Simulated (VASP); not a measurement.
# Ir (Fd-3m) in VASP: a series of runs

Ir is run at these levels: revPBE; tasks: single point.

Everything below comes from runs of VASP 6.6.1. Logs are shortened: lines on timing, memory, paths and dates and some standing lists are left out, and cuts for length are marked.

## 1. The cell of the first run

It takes space group Fd-3m (No. 227, cubic). The conventional cell has a = 5.515 Å, b = 5.515 Å, c = 5.515 Å, α = 90.00°, β = 90.00°, γ = 90.00°. Ir (site symmetry -43m) has 4 Ir at 2.39 Å within 3.2 Å.

## 2. Single point, revPBE (volume scaled by 0.96)

File INCAR:

```
SYSTEM = Ir
  PREC = Accurate
  ENCUT = 520
  EDIFF = 1E-6
  ISMEAR = -1
  SIGMA = 0.1
  LREAL = .False.
  LASPH = .True.
  NELM = 80
  ALGO = Normal
  ISIF = 2
  LWAVE = .False.
  LCHARG = .False.
  GGA = RE
  NBANDS = 16
```

File KPOINTS:

```
Automatic mesh
0
Gamma
  11 11 11
  0 0 0
```

File POSCAR:

```
Ir
1.0
    0.0000000000      2.7576180697      2.7576180697
    2.7576180697      0.0000000000      2.7576180697
    2.7576180697      2.7576180697      0.0000000000
Ir
2
Direct
    0.1250000000      0.1250000000      0.1250000000
    0.8750000000      0.8750000000      0.8750000000
```

Potentials or basis: VASP PAW PBE potentials, release 64 (Ir).

On the command line:

```
cat potpaw_PBE.64/Ir/POTCAR > POTCAR
mpirun -np 1 vasp_std > vasp.out
```

OUTCAR:

```text
SYSTEM = Ir
   PREC = Accurate
   ENCUT = 520
   EDIFF = 1E-6
   ISMEAR = -1
   LREAL = .False.
   LASPH = .True.
   NELM = 80
   ISIF = 2
   GGA = RE

 ion  position               nearest neighbor table
   1  0.125  0.125  0.125-   2 2.39   2 2.39   2 2.39   2 2.39
   2  0.875  0.875  0.875-   1 2.39   1 2.39   1 2.39   1 2.39

  LATTYP: Found a face centered cubic cell.
 ALAT       =     5.5152361394

  Lattice vectors:

 A1 = (   0.0000000000,   2.7576180697,   2.7576180697)
 A2 = (   2.7576180697,   0.0000000000,   2.7576180697)
 A3 = (   2.7576180697,   2.7576180697,   0.0000000000)

Analysis of symmetry for initial positions (statically):
=====================================================================
 Subroutine PRICEL returns:
 Original cell was already a primitive cell.

 Routine SETGRP: Setting up the symmetry group for a
 face centered cubic supercell.

 Subroutine GETGRP returns: Found 48 space group operations
 (whereof 12 operations were pure point group operations)
 out of a pool of 48 trial point group operations.

The static configuration has the point symmetry D_3d.
 The point group associated with its full space group is O_h .

Analysis of symmetry for dynamics (positions and initial velocities):
=====================================================================
 Subroutine PRICEL returns:
 Original cell was already a primitive cell.

 Routine SETGRP: Setting up the symmetry group for a
 face centered cubic supercell.

 Subroutine GETGRP returns: Found 48 space group operations
 (whereof 12 operations were pure point group operations)
 out of a pool of 48 trial point group operations.

The dynamic configuration has the point symmetry D_3d.
 The point group associated with its full space group is O_h .

 Subroutine INISYM returns: Found 48 space group operations
 (whereof 12 operations are pure point group operations),
 and found     1 'primitive' translations

----------------------------------------------------------------------------------------

                                     Primitive cell

  volume of cell :      41.9404

  direct lattice vectors                    reciprocal lattice vectors
     0.000000000  2.757618070  2.757618070    -0.181315899  0.181315899  0.181315899
     2.757618070  0.000000000  2.757618070     0.181315899 -0.181315899  0.181315899
     2.757618070  2.757618070  0.000000000     0.181315899  0.181315899 -0.181315899

  length of vectors
     3.899860874  3.899860874  3.899860874     0.314048350  0.314048350  0.314048350

  position of ions in fractional coordinates (direct lattice)
     0.125000000  0.125000000  0.125000000
     0.875000000  0.875000000  0.875000000

  ion indices of the primitive-cell ions
   primitive index   ion index
                 1           1
                 2           2

----------------------------------------------------------------------------------------

 KPOINTS: Automatic mesh

Automatic generation of k-mesh.
 Grid dimensions read from file:
 generate k-points for:   11   11   11

 Generating k-lattice:

  Cartesian coordinates                     Fractional coordinates (reciprocal lattice)
    -0.016483264  0.016483264  0.016483264     0.090909091  0.000000000  0.000000000
     0.016483264 -0.016483264  0.016483264     0.000000000  0.090909091  0.000000000
     0.016483264  0.016483264 -0.016483264     0.000000000  0.000000000  0.090909091

  Length of vectors
     0.028549850  0.028549850  0.028549850

  Shift w.r.t. Gamma in fractional coordinates (k-lattice)
     0.000000000  0.000000000  0.000000000

 Subroutine IBZKPT returns following result:
 ===========================================

 Found     56 irreducible k-points:

 Following reciprocal coordinates:
            Coordinates               Weight
  0.000000  0.000000  0.000000      1.000000
  0.090909  0.000000  0.000000      8.000000
  0.181818  0.000000  0.000000      8.000000
  0.272727  0.000000  0.000000      8.000000
  0.363636  0.000000  0.000000      8.000000
  0.454545  0.000000  0.000000      8.000000
[... 16 lines left out ...]
 -0.272727  0.181818  0.000000     24.000000
 -0.181818  0.181818  0.000000     12.000000
 [... further k-points ...]
   k-points           NKPTS =     56   k-points in BZ     NKDIM =     56   number of bands    NBANDS=     16
   number of dos      NEDOS =    301   number of ions     NIONS =      2
   total plane-waves  NPLWV =  27000
   dimension x,y,z NGX =    30 NGY =   30 NGZ =   30
   dimension x,y,z NGXF=    60 NGYF=   60 NGZF=   60
   ions per type =               2
   NGX,Y,Z   is equivalent  to a cutoff of  12.79, 12.79, 12.79 a.u.
   NGXF,Y,Z  is equivalent  to a cutoff of  25.58, 25.58, 25.58 a.u.
 SYSTEM =  Ir
   PREC   = accura    normal or accurate (medium, high low for compatibility)
   ISTART =      0    job   : 0-new  1-cont  2-samecut
   ICHARG =      2    charge: 1-file 2-atom 10-const
   ISPIN  =      1    spin polarized calculation?
   LNONCOLLINEAR =      F non collinear calculations
   LSORBIT =      F    spin-orbit coupling
   LASPH  =      T    aspherical Exc in radial PAW
   ENCUT  =  520.0 eV  38.22 Ry    6.18 a.u.   7.25  7.25  7.25*2*pi/ulx,y,z
   NELM   =     80;   NELMIN=  2; NELMDL= -5     # of ELM steps
   EDIFF  = 0.1E-05   stopping-criterion for ELM
   LREAL  =      F    real-space projection
   EDIFFG = 0.1E-04   stopping-criterion for IOM
   NSW    =      0    number of steps for IOM
   IBRION =     -1    ionic relax: 0-MD 1-quasi-New 2-CG
   NFREE  =      0    steps in history (QN), initial steepest desc. (CG)
   ISIF   =      2    stress and relaxation
   ISYM   =      2    0-nonsym 1-usesym 2-fastsym
   POTIM  = 0.5000    time-step for ionic-motion
   TEBEG  =    0.0;   TEEND  =   0.0 temperature during run
   PSTRESS=    0.0 pullay stress
   NELECT =      18.0000    total number of electrons
   NUPDOWN=      -1.0000    fix difference up-down
   EMIN   =  10.00;   EMAX   =-10.00  energy-range for DOS
   EFERMI =   0.00;   METHOD = LEGACY
   ISMEAR =    -1;   SIGMA  =   0.10  broadening in eV -4-tet -1-fermi 0-gaus
   EFERMI_NEDOS =   21; number of points for ismear=-14 and -15
   IALGO  =     38    algorithm
   IMIX   =      4    mixing-type and parameters
     AMIX     =   0.40;   BMIX     =  1.00
     AMIX_MAG =   1.60;   BMIX_MAG =  1.00
  volume/ion in A,a.u.               =      20.97       141.51
  Fermi-wavevector in a.u.,A,eV,Ry     =   1.234871  2.333568 20.747607  1.524906
  Thomas-Fermi vector in A             =   2.369543
   LORBIT       =      0    0 simple, 1 ext, 2 COOP (PROOUT), +10 PAW based schemes
   GGA     = RE    functional components
   LHFCALC =     F    Hartree Fock is set to
   AEXX    =    0.0000 exact exchange contribution
   IVDW    =     0    specifies the selected vdW correction
   LEPSILON=     F    determine dielectric tensor
   LRPA    =     F    only Hartree local field effects (RPA)
 non-spin polarized calculation
  energy-cutoff  :      520.00
  volume of cell :       41.94
 maximum number of plane-waves:      1143
 NGX is ok and might be reduce to    30
   NGX = 15   NGY = 15   NGZ = 15

 number of electron      17.9999999 magnetization

 Free energy of the ion-electron system (eV)
  ---------------------------------------------------
  ext. energy  EPLUGINS =         0.00000000
  ---------------------------------------------------
  free energy    TOTEN  =       -14.74645145 eV

  energy without entropy =      -14.67961264  energy(sigma->0) =      -14.71303205

 E-fermi :   5.5898     XC(G=0): -11.2483

 val. band max:        5.5729897596   @ k =  -0.2727   0.2727   0.0000
 cond. band min:       5.6156516882   @ k =  -0.1818   0.1818   0.0000
 fundamental gap:      0.0426619286
 Fermi energy:         5.5897933786

 k-point     1 :       0.0000    0.0000    0.0000
  band No.  band energies     occupation
      1      -2.5588      2.00000
      2       0.3630      2.00000
      3       0.3630      2.00000
      4       0.7996      2.00000
      5       0.7996      2.00000
      6       0.7996      2.00000
[... 8 lines left out ...]
     15      18.1790      0.00000
     16      18.1790      0.00000

 k-point     2 :       0.0909    0.0000    0.0000
  band No.  band energies     occupation
      1      -2.4124      2.00000
      2       0.2627      2.00000
      3       0.2627      2.00000
      4       0.7826      2.00000
      5       0.9543      2.00000
      6       0.9543      2.00000
[... 8 lines left out ...]
     15      17.7635      0.00000
     16      17.8087      0.00000

 k-point     3 :       0.1818    0.0000    0.0000
  band No.  band energies     occupation
      1      -1.9973      2.00000
      2       0.1580      2.00000
      3       0.1580      2.00000
      4       0.7401      2.00000
      5       1.1743      2.00000
      6       1.1743      2.00000
[... 8 lines left out ...]
     15      16.7499      0.00000
     16      18.3727      0.00000

 k-point     4 :       0.2727    0.0000    0.0000
  band No.  band energies     occupation
      1      -1.3990      2.00000
      2       0.1596      2.00000
      3       0.1596      2.00000
      4       0.6847      2.00000
      5       1.2388      2.00000
      6       1.2388      2.00000
[... 8 lines left out ...]
     15      15.7434      0.00000
     16      19.0542      0.00000
[... 324 lines left out ...]
 k-point    22 :      -0.3636    0.1818    0.0000
  band No.  band energies     occupation
      1      -0.2693      2.00000
      2       0.1024      2.00000
      3       0.1301      2.00000
      4       0.6354      2.00000
      5       1.0139      2.00000
      6       1.7322      2.00000
[... 8 lines left out ...]
     15      15.9310      0.00000
     16      19.5580      0.00000

 k-point    23 :      -0.2727    0.1818    0.0000
  band No.  band energies     occupation
      1      -0.6205      2.00000
      2      -0.0640      2.00000
      3       0.2563      2.00000
      4       0.6857      2.00000
      5       0.8870      2.00000
      6       1.9041      2.00000
[... 8 lines left out ...]
     15      16.0913      0.00000
     16      18.9450      0.00000

 k-point    24 :      -0.1818    0.1818    0.0000
  band No.  band energies     occupation
      1      -1.1803      2.00000
      2      -0.1185      2.00000
      3       0.4872      2.00000
      4       0.5020      2.00000
      5       0.9880      2.00000
      6       1.7916      2.00000
[... 8 lines left out ...]
     15      16.2319      0.00000
     16      18.2891      0.00000

 [... further k-points ...]
[... 5 lines left out ...]
  --------------------------------------------------------------------------------------
  -------------------------------------------------------------------------------------
  Total        1.9107801      1.9107801      1.9107801     -0.0000000      0.0000000      0.0000000
  in kB       72.9942990     72.9942990     72.9942990     -0.0000000      0.0000000      0.0000000
  external PRESSURE =      72.9942990 kB  Pullay stress =       0.0000000 kB

 VOLUME and BASIS-vectors are now :
 -----------------------------------------------------------------------------
  energy-cutoff  :      520.00
  volume of cell :       41.94
      direct lattice vectors                 reciprocal lattice vectors
     0.000000000  2.757618070  2.757618070    -0.181315899  0.181315899  0.181315899
     2.757618070  0.000000000  2.757618070     0.181315899 -0.181315899  0.181315899
     2.757618070  2.757618070  0.000000000     0.181315899  0.181315899 -0.181315899

 POSITION                                       TOTAL-FORCE (eV/Angst)
 -----------------------------------------------------------------------------------
      0.68940      0.68940      0.68940         0.000000      0.000000      0.000000
      4.82583      4.82583      4.82583        -0.000000     -0.000000     -0.000000
 -----------------------------------------------------------------------------------
    total drift:                               -0.000000      0.000000      0.000000

  FREE ENERGIE OF THE ION-ELECTRON SYSTEM (eV)
  ---------------------------------------------------
  free  energy   TOTEN  =       -14.7464514514 eV

  energy  without entropy=      -14.6796126410  energy(sigma->0) =      -14.71303205
```

It took 34 s on 1 thread of Intel Xeon Platinum 8259CL at 2.50GHz (Skylake/Cascade Lake), shared host; peak memory 0.19 GiB.

What came out:

| Quantity | Value |
| --- | --- |
| Free energy | -14.7465 eV |
| Pressure | 7.3 GPa |
| Band gap on the k mesh | zero (band 9 reaches 6.60 eV, above the bottom of band 10 at 5.10 eV) |

Levels at points of the mesh, in eV from the Fermi level:
| k point | band 7 | band 8 | band 9 | band 10 | band 11 | band 12 |
| --- | --- | --- | --- | --- | --- | --- |
| (0.00, 0.00, 0.00) | -1.79 | -1.79 | -1.79 | 0.84 | 0.84 | 11.01 |

Caveat: the cell differs from its parent crystal (volume scaled by 0.96); the PAW data sets were made with another functional, which shifts forces and pressure a little; spin-orbit coupling is left out, which moves the levels of the heavy elements.

## 3. Single point, revPBE

This run uses another cell than the first one, of 21.84 Å³/atom, 1.042 times its volume.

File INCAR:

```
PREC = Accurate ; ENCUT = 520
EDIFF = 1E-7 ; ISMEAR = -1
SIGMA = 0.1 ; LREAL = F
LASPH = T ; NELM = 100
ALGO = Normal ; ISIF = 2
LWAVE = F ; LCHARG = T
GGA = RE ; LELF = T
LVHAR = T ; NBANDS = 16
```

File KPOINTS:

```
regular mesh
0
Gamma
  11 11 11
```

File POSCAR:

```
Ir
1.0
    0.0000000000      2.7953983544      2.7953983544
    2.7953983544      0.0000000000      2.7953983544
    2.7953983544      2.7953983544      0.0000000000
Ir
2
Direct
    0.1250000000      0.1250000000      0.1250000000
    0.8750000000      0.8750000000      0.8750000000
```

Potentials or basis: VASP PAW PBE potentials, release 64 (Ir).

On the command line:

```
cat potpaw_PBE.64/Ir/POTCAR > POTCAR
mpirun -np 1 vasp_std > vasp.out
```

It took 39 s on 1 thread of Intel Xeon Platinum 8259CL at 2.50GHz (Skylake/Cascade Lake), shared host; peak memory 0.19 GiB.

It converged, with:

```
Free energy            : -14.7828 eV
Pressure               : -0.4 GPa
Band gap on the k mesh : zero (band 9 reaches 6.04 eV, above the bottom of band 10 at 4.64 eV)
```

Levels at points of the mesh, in eV from the Fermi level:
```csv
k point,band 5,band 6,band 7,band 8,band 9,band 10,band 11,band 12,band 13,band 14
"(0.00, 0.00, 0.00)",-4.57,-4.57,-1.70,-1.70,-1.70,0.75,0.75,10.85,10.94,12.40
```

Caveat: the PAW data sets were made with another functional, which shifts forces and pressure a little; spin-orbit coupling is left out, which moves the levels of the heavy elements.
